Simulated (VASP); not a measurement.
A run of VASP 6.6.1 is set up as follows.

Contents of INCAR:

```
SYSTEM = C
  PREC = Accurate
  ENCUT = 520
  EDIFF = 1E-7
  ISMEAR = 0
  SIGMA = 0.05
  LREAL = .FALSE.
  LASPH = .TRUE.
  NELM = 60
  ALGO = Normal
  ISIF = 2
  LWAVE = .FALSE.
  LCHARG = .TRUE.
  GGA = PE
  LELF = .TRUE.
  LVHAR = .TRUE.
  NBANDS = 11
```

File KPOINTS:

```
regular mesh
0
G
  12 12 12
  0 0 0
```

Contents of POSCAR:

```
C
1.0
    0.0000000000      1.8133087119      1.6073168422
    1.8133087119      0.0000000000      1.6073168422
    1.8133087119      1.8133087119      0.0000000000
C
2
Direct
    0.5000000000      0.5000000000      0.5000000000
    0.7500000000      0.7500000000      0.7500000000
```

Potentials or basis: VASP PAW PBE potentials, release 64 (C).

Run with:

```bash
$ cat potpaw_PBE.64/C/POTCAR > POTCAR
$ mpirun -np 1 vasp_std > vasp.out
```

**Question.** Estimate the pressure.

**Answer.** 38.0 GPa.

**Question.** Estimate the band gap on the k mesh.

**Answer.** 1.25 eV, indirect (least direct gap 3.80 eV).

Stress tensor (GPa, compression positive):
```
  2.98   0.00   0.00
  0.00   2.98   0.00
  0.00   0.00 108.16
```

 A k mesh can miss the band edges.
